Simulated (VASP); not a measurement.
# FeRuC4N4 (P-43m) in VASP: a series of runs

Runs on FeRuC4N4. Level: PBE. Tasks: single point.

All numbers are computed with VASP 6.6.1; they aren't measurements. Logs are shortened: lines on timing, memory, paths and dates and some standing lists are left out, and cuts for length are marked.

## 1. The cell of the first run

Symmetry: P-43m, No. 215, cubic system. Conventional cell: a = 5.804 Å, b = 5.804 Å, c = 5.804 Å, α = 90.00°, β = 90.00°, γ = 90.00°. Within 2.5 Å of Fe (site symmetry -43m) lie 4 N at 1.90 Å. Within 2.6 Å of Ru (site symmetry -43m) lie 4 C at 1.94 Å. C (site symmetry 3m) has 1 N at 1.19 Å within 1.6 Å. N (site symmetry 3m) has 1 C at 1.19 Å within 1.6 Å.

## 2. Single point, PBE, collinear spin, ferromagnetic start

Contents of INCAR:

```
SYSTEM = FeRuC4N4
ALGO = Normal ; EDIFF = 1E-7
ENCUT = 520 ; GGA = PE
ISIF = 2 ; ISMEAR = 0
ISPIN = 2 ; LASPH = .TRUE.
LCHARG = .TRUE. ; LELF = .TRUE.
LMAXMIX = 4 ; LORBIT = 11
LREAL = .FALSE. ; LVHAR = .TRUE.
LWAVE = .FALSE. ; MAGMOM = 4 1 0 0 0 0 0 0 0 0
NBANDS = 44 ; NELM = 150
PREC = Accurate ; SIGMA = 0.1
```

Contents of KPOINTS:

```
k-points
0
G
  4 4 4
  0 0 0
```

Contents of POSCAR:

```
FeRuC4N4
1.0
    5.8041477684      0.0000000000      0.0000000000
    0.0000000000      5.8041477684      0.0000000000
    0.0000000000      0.0000000000      5.8041477684
Fe Ru C N
1 1 4 4
Direct
    0.5000000000      0.5000000000      0.5000000000
    0.0000000000      0.0000000000      0.0000000000
    0.1926927517      0.1926927517      0.1926927517
    0.1926927517      0.8073072483      0.8073072483
    0.8073072483      0.1926927517      0.8073072483
    0.8073072483      0.8073072483      0.1926927517
    0.3107208460      0.3107208460      0.3107208460
    0.3107208460      0.6892791540      0.6892791540
    0.6892791540      0.3107208460      0.6892791540
    0.6892791540      0.6892791540      0.3107208460
```

Potentials or basis: VASP PAW PBE potentials, release 64 (Fe, Ru_pv, C, N).

On the command line:

```bash
$ cat potpaw_PBE.64/Fe/POTCAR potpaw_PBE.64/Ru_pv/POTCAR potpaw_PBE.64/C/POTCAR potpaw_PBE.64/N/POTCAR > POTCAR
$ mpirun -np 1 vasp_std > vasp.out
```

OUTCAR:

```text
SYSTEM = FeRuC4N4
   EDIFF = 1E-7
   ENCUT = 520
   GGA = PE
   ISIF = 2
   ISMEAR = 0
   ISPIN = 2
   LASPH = .TRUE.
   LORBIT = 11
   LREAL = .FALSE.
   NELM = 150
   PREC = Accurate

 ion  position               nearest neighbor table
   1  0.500  0.500  0.500-   7 1.90   8 1.90   9 1.90  10 1.90
   2  0.000  0.000  0.000-   3 1.94   4 1.94   5 1.94   6 1.94
   3  0.193  0.193  0.193-   7 1.19   2 1.94
   4  0.193  0.807  0.807-   8 1.19   2 1.94
   5  0.807  0.193  0.807-   9 1.19   2 1.94
   6  0.807  0.807  0.193-  10 1.19   2 1.94
   7  0.311  0.311  0.311-   3 1.19   1 1.90
   8  0.311  0.689  0.689-   4 1.19   1 1.90
   9  0.689  0.311  0.689-   5 1.19   1 1.90
  10  0.689  0.689  0.311-   6 1.19   1 1.90

  LATTYP: Found a simple cubic cell.
 ALAT       =     5.8041477684

  Lattice vectors:

 A1 = (   5.8041477684,   0.0000000000,   0.0000000000)
 A2 = (   0.0000000000,   5.8041477684,   0.0000000000)
 A3 = (   0.0000000000,   0.0000000000,   5.8041477684)

Analysis of symmetry for initial positions (statically):
=====================================================================
 Subroutine PRICEL returns:
 Original cell was already a primitive cell.

 Routine SETGRP: Setting up the symmetry group for a
 simple cubic supercell.

 Subroutine GETGRP returns: Found 24 space group operations
 (whereof 24 operations were pure point group operations)
 out of a pool of 48 trial point group operations.

The static configuration has the point symmetry T_d .

Analysis of symmetry for dynamics (positions and initial velocities):
=====================================================================
 Subroutine PRICEL returns:
 Original cell was already a primitive cell.

 Routine SETGRP: Setting up the symmetry group for a
 simple cubic supercell.

 Subroutine GETGRP returns: Found 24 space group operations
 (whereof 24 operations were pure point group operations)
 out of a pool of 48 trial point group operations.

The dynamic configuration has the point symmetry T_d .

Analysis of structural, dynamic, and magnetic symmetry:
=====================================================================
 Subroutine PRICEL returns:
 Original cell was already a primitive cell.

 Routine SETGRP: Setting up the symmetry group for a
 simple cubic supercell.

 Subroutine GETGRP returns: Found 24 space group operations
 (whereof 24 operations were pure point group operations)
 out of a pool of 48 trial point group operations.

The overall configuration has the point symmetry T_d .

 Subroutine INISYM returns: Found 24 space group operations
 (whereof 24 operations are pure point group operations),
 and found     1 'primitive' translations

----------------------------------------------------------------------------------------

                                     Primitive cell

  volume of cell :     195.5309

  direct lattice vectors                    reciprocal lattice vectors
     5.804147768  0.000000000  0.000000000     0.172290583  0.000000000  0.000000000
     0.000000000  5.804147768  0.000000000     0.000000000  0.172290583  0.000000000
     0.000000000  0.000000000  5.804147768     0.000000000  0.000000000  0.172290583

  length of vectors
     5.804147768  5.804147768  5.804147768     0.172290583  0.172290583  0.172290583

  position of ions in fractional coordinates (direct lattice)
     0.500000000  0.500000000  0.500000000
     0.000000000  0.000000000  0.000000000
     0.192692752  0.192692752  0.192692752
     0.192692752  0.807307248  0.807307248
     0.807307248  0.192692752  0.807307248
     0.807307248  0.807307248  0.192692752
     0.310720846  0.310720846  0.310720846
     0.310720846  0.689279154  0.689279154
     0.689279154  0.310720846  0.689279154
     0.689279154  0.689279154  0.310720846

  ion indices of the primitive-cell ions
   primitive index   ion index
                 1           1
                 2           2
                 3           3
                 4           4
                 5           5
                 6           6
                 7           7
[... 49 lines left out ...]
   NGXF,Y,Z  is equivalent  to a cutoff of  27.50, 27.50, 27.50 a.u.
 SYSTEM =  FeRuC4N4
   PREC   = accura    normal or accurate (medium, high low for compatibility)
   ISTART =      0    job   : 0-new  1-cont  2-samecut
   ICHARG =      2    charge: 1-file 2-atom 10-const
   ISPIN  =      2    spin polarized calculation?
   LNONCOLLINEAR =      F non collinear calculations
   LSORBIT =      F    spin-orbit coupling
   LASPH  =      T    aspherical Exc in radial PAW
   ENCUT  =  520.0 eV  38.22 Ry    6.18 a.u.  10.79 10.79 10.79*2*pi/ulx,y,z
   NELM   =    150;   NELMIN=  2; NELMDL= -5     # of ELM steps
   EDIFF  = 0.1E-06   stopping-criterion for ELM
   LREAL  =      F    real-space projection
   EDIFFG = 0.1E-05   stopping-criterion for IOM
   NSW    =      0    number of steps for IOM
   IBRION =     -1    ionic relax: 0-MD 1-quasi-New 2-CG
   NFREE  =      0    steps in history (QN), initial steepest desc. (CG)
   ISIF   =      2    stress and relaxation
   ISYM   =      2    0-nonsym 1-usesym 2-fastsym
   POTIM  = 0.5000    time-step for ionic-motion
   TEBEG  =    0.0;   TEEND  =   0.0 temperature during run
   PSTRESS=    0.0 pullay stress
   NELECT =      58.0000    total number of electrons
   NUPDOWN=      -1.0000    fix difference up-down
   EMIN   =  10.00;   EMAX   =-10.00  energy-range for DOS
   EFERMI =   0.00;   METHOD = LEGACY
   ISMEAR =     0;   SIGMA  =   0.10  broadening in eV -4-tet -1-fermi 0-gaus
   EFERMI_NEDOS =   21; number of points for ismear=-14 and -15
   IALGO  =     38    algorithm
   IMIX   =      4    mixing-type and parameters
     AMIX     =   0.40;   BMIX     =  1.00
     AMIX_MAG =   1.60;   BMIX_MAG =  1.00
  volume/ion in A,a.u.               =      19.55       131.95
  Fermi-wavevector in a.u.,A,eV,Ry     =   1.091807  2.063215 16.218710  1.192042
  Thomas-Fermi vector in A             =   2.228059
   LORBIT       =     11    0 simple, 1 ext, 2 COOP (PROOUT), +10 PAW based schemes
   GGA     = PE    functional components
   LHFCALC =     F    Hartree Fock is set to
   AEXX    =    0.0000 exact exchange contribution
   IVDW    =     0    specifies the selected vdW correction
   LEPSILON=     F    determine dielectric tensor
   LRPA    =     F    only Hartree local field effects (RPA)
 spin polarized calculation
 Gauss-broadening in eV      SIGMA  =   0.10
  energy-cutoff  :      520.00
  volume of cell :      195.53
 maximum number of plane-waves:      5294
 NGX is ok and might be reduce to    48
   NGX = 21   NGY = 21   NGZ = 21

 number of electron      57.9999995 magnetization       1.9999762

 Free energy of the ion-electron system (eV)
  ---------------------------------------------------
  ext. energy  EPLUGINS =         0.00000000
  ---------------------------------------------------
  free energy    TOTEN  =       -82.85881457 eV

  energy without entropy =      -82.85135459  energy(sigma->0) =      -82.85508458

 E-fermi :  -0.2644     XC(G=0):  -7.5124

 val. band max:       -0.3677055433   @ k =   0.5000   0.2500   0.2500
 cond. band min:      -0.2393192193   @ k =   0.5000   0.0000   0.0000
 fundamental gap:      0.1283863240
 Fermi energy:        -0.2643571166

 spin component 1

 k-point     1 :       0.0000    0.0000    0.0000
  band No.  band energies     occupation
      1     -43.1948      1.00000
      2     -43.1948      1.00000
      3     -43.1948      1.00000
      4     -18.2605      1.00000
      5     -18.1095      1.00000
      6     -18.1095      1.00000
[... 429 lines left out ...]
     40       5.0955      0.00000
     41       5.0956      0.00000
 Fermi energy:        -0.2643571166

 spin component 2

 k-point     1 :       0.0000    0.0000    0.0000
  band No.  band energies     occupation
      1     -43.7551      1.00000
      2     -43.7551      1.00000
      3     -43.7551      1.00000
      4     -18.2722      1.00000
      5     -18.1210      1.00000
      6     -18.1210      1.00000
[... 429 lines left out ...]
     40       5.1782      0.00000
     41       5.1782      0.00000
 [bands above 41 left out]

------------------------ aborting loop because EDIFF is reached ----------------------------------------

  FORCE on cell =-STRESS in cart. coord.  units (eV):
  Direction    XX          YY          ZZ          XY          YZ          ZX
  --------------------------------------------------------------------------------------
  -------------------------------------------------------------------------------------
  Total        0.2030764      0.2030764      0.2030764     -0.0000000     -0.0000000      0.0000000
  in kB        1.6640049      1.6640049      1.6640049     -0.0000000     -0.0000000      0.0000000
  external PRESSURE =       1.6640049 kB  Pullay stress =       0.0000000 kB

 VOLUME and BASIS-vectors are now :
 -----------------------------------------------------------------------------
  energy-cutoff  :      520.00
  volume of cell :      195.53
      direct lattice vectors                 reciprocal lattice vectors
     5.804147768  0.000000000  0.000000000     0.172290583  0.000000000  0.000000000
     0.000000000  5.804147768  0.000000000     0.000000000  0.172290583  0.000000000
     0.000000000  0.000000000  5.804147768     0.000000000  0.000000000  0.172290583

 POSITION                                       TOTAL-FORCE (eV/Angst)
 -----------------------------------------------------------------------------------
      2.90207      2.90207      2.90207         0.000000      0.000000      0.000000
      0.00000      0.00000      0.00000        -0.000000     -0.000000      0.000000
      1.11842      1.11842      1.11842        -0.169061     -0.169061     -0.169061
      1.11842      4.68573      4.68573        -0.169061      0.169061      0.169061
      4.68573      1.11842      4.68573         0.169061     -0.169061      0.169061
      4.68573      4.68573      1.11842         0.169061      0.169061     -0.169061
      1.80347      1.80347      1.80347         0.141325      0.141325      0.141325
      1.80347      4.00068      4.00068         0.141325     -0.141325     -0.141325
      4.00068      1.80347      4.00068        -0.141325      0.141325     -0.141325
      4.00068      4.00068      1.80347        -0.141325     -0.141325      0.141325
 -----------------------------------------------------------------------------------
    total drift:                                0.000000      0.000000      0.000000

  FREE ENERGIE OF THE ION-ELECTRON SYSTEM (eV)
  ---------------------------------------------------
  free  energy   TOTEN  =       -82.8588145713 eV

  energy  without entropy=      -82.8513545919  energy(sigma->0) =      -82.85508458

 total charge

# of ion       s       p       d       tot
------------------------------------------
    1        0.411   0.621   6.057   7.089
    2        0.432   6.390   6.017  12.838
    3        0.945   1.623   0.000   2.568
    4        0.945   1.623   0.000   2.568
    5        0.945   1.623   0.000   2.568
    6        0.945   1.623   0.000   2.568
    7        1.297   2.584   0.000   3.881
    8        1.297   2.584   0.000   3.881
    9        1.297   2.584   0.000   3.881
   10        1.297   2.584   0.000   3.881
--------------------------------------------------
tot          9.812  23.839  12.074  45.725

 magnetization (x)

# of ion       s       p       d       tot
------------------------------------------
    1        0.013   0.079   3.225   3.317
    2       -0.003  -0.125  -0.616  -0.743
    3       -0.006   0.018   0.000   0.012
    4       -0.006   0.018   0.000   0.012
    5       -0.006   0.018   0.000   0.012
    6       -0.006   0.018   0.000   0.012
    7        0.005  -0.053   0.000  -0.048
    8        0.005  -0.053   0.000  -0.048
    9        0.005  -0.053   0.000  -0.048
   10        0.005  -0.053   0.000  -0.048
--------------------------------------------------
tot          0.006  -0.186   2.609   2.429
```

It took 2.8 min on 1 thread of Intel Xeon 6975P-C (Granite Rapids), shared host; peak memory 0.47 GiB.

What came out:

```yaml
Free_energy: -82.8588 eV
Pressure: 0.2 GPa
Largest_force: 0.293 eV/Å
Band_gap_on_the_k_mesh: 0.13 eV
Net_moment: 2.00 μB per cell
Site_moments: Fe +3.32; Ru -0.74; C +0.01; N -0.05 μB
Valence_electrons_inside_the_program's_atomic_spheres: Fe 7.09; Ru 12.84; C 2.57; N 3.88
```

Forces on the atoms (eV/Å):
```
Fe   0.000  0.000  0.000
Ru   0.000  0.000  0.000
C   -0.169 -0.169 -0.169
C   -0.169  0.169  0.169
C    0.169 -0.169  0.169
C    0.169  0.169 -0.169
N    0.141  0.141  0.141
N    0.141 -0.141 -0.141
N   -0.141  0.141 -0.141
N   -0.141 -0.141  0.141
```

Caveat: a cell with one magnetic atom can't hold antiferromagnetic order, which such compounds often take.

## 3. Single point, PBE, collinear spin, ferromagnetic start

This run uses another cell than the first one, of 20.37 Å³/atom.

Contents of INCAR:

```
PREC = Accurate
ENCUT = 520
EDIFF = 1E-6
ISMEAR = 0
SIGMA = 0.1
LREAL = F
LASPH = T
NELM = 150
ALGO = Normal
ISIF = 2
LWAVE = F
LCHARG = T
ISPIN = 2
MAGMOM = 4 1 0 0 0 0 0 0 0 0
LORBIT = 11
LMAXMIX = 4
GGA = PE
LELF = T
LVHAR = T
NBANDS = 44
```

Contents of KPOINTS:

```
Automatic mesh
0
Gamma
  4 4 4
```

Contents of POSCAR:

```
FeRuC4N4
1.0
    5.8843539400      0.0000000000      0.0000000000
    0.0000000000      5.8843539400      0.0000000000
    0.0000000000      0.0000000000      5.8843539400
Fe Ru C N
1 1 4 4
Direct
    0.5000000000      0.5000000000      0.5000000000
    0.0000000000      0.0000000000      0.0000000000
    0.1860282600      0.1860282600      0.1860282600
    0.1860282600      0.8139717400      0.8139717400
    0.8139717400      0.1860282600      0.8139717400
    0.8139717400      0.8139717400      0.1860282600
    0.3008241800      0.3008241800      0.3008241800
    0.3008241800      0.6991758200      0.6991758200
    0.6991758200      0.3008241800      0.6991758200
    0.6991758200      0.6991758200      0.3008241800
```

Potentials or basis: VASP PAW PBE potentials, release 64 (Fe, Ru_pv, C, N).

On the command line:

```bash
$ cat potpaw_PBE.64/Fe/POTCAR potpaw_PBE.64/Ru_pv/POTCAR potpaw_PBE.64/C/POTCAR potpaw_PBE.64/N/POTCAR > POTCAR
$ mpirun -np 1 vasp_std > vasp.out
```

Wall time 3 min (1 thread of Intel Xeon 6975P-C (Granite Rapids), shared host); peak memory 0.48 GiB.

It converged, with:

* Free energy: -82.4017 eV
* Pressure: 1.6 GPa
* Largest force: 2.930 eV/Å
* Band gap on the k mesh: 0.02 eV
* Net moment: 2.00 μB per cell
* Site moments: Fe +3.47; Ru -0.71; C -0.01; N -0.06 μB
* Valence electrons inside the program's atomic spheres: Fe 6.72; Ru 13.00; C 2.62; N 3.88

Forces in eV/Å, atoms in the order of the input:
```
Fe   0.000  0.000  0.000
Ru   0.000  0.000  0.000
C   -0.488 -0.488 -0.488
C   -0.488  0.488  0.488
C    0.488 -0.488  0.488
C    0.488  0.488 -0.488
N    1.692  1.692  1.692
N    1.692 -1.692 -1.692
N   -1.692  1.692 -1.692
N   -1.692 -1.692  1.692
```

Levels at points of the mesh, in eV from the valence-band top:
Spin up:
```
           k point  band 28  band 29  band 30  band 31  band 32  band 33
(0.00, 0.00, 0.00)    -2.06    -1.30    -1.30     0.38     0.38     0.38
(0.50, 0.00, 0.00)    -2.17    -1.43    -1.25     0.63     0.78     0.78
(0.50, 0.50, 0.00)    -2.14    -1.43    -1.24     0.71     0.80     0.80
(0.50, 0.50, 0.50)    -2.06    -1.22    -1.22     0.57     0.57     0.57
```
Spin down:
```csv
k point,band 24,band 25,band 26,band 27,band 28,band 29,band 30,band 31,band 32,band 33
"(0.00, 0.00, 0.00)",-2.11,-2.11,-0.29,-0.29,-0.29,0.28,0.28,1.16,1.16,1.16
"(0.50, 0.00, 0.00)",-1.98,-1.68,-0.67,-0.15,-0.15,0.03,0.70,1.17,1.31,1.31
"(0.50, 0.50, 0.00)",-1.93,-1.67,-0.61,0.00,0.00,0.02,0.73,1.18,1.20,1.20
"(0.50, 0.50, 0.50)",-2.07,-2.07,-0.05,-0.05,-0.05,0.30,0.31,1.13,1.13,1.13
```

Caveat: the smearing spreads over this small gap; a cell with one magnetic atom can't hold antiferromagnetic order, which such compounds often take; forces of over 1 eV/Å act on the atoms, so gaps and moduli don't describe the material at rest. A k mesh can miss the band edges.

The gap in the log of VASP goes by the Fermi energy; the results here count the filled bands.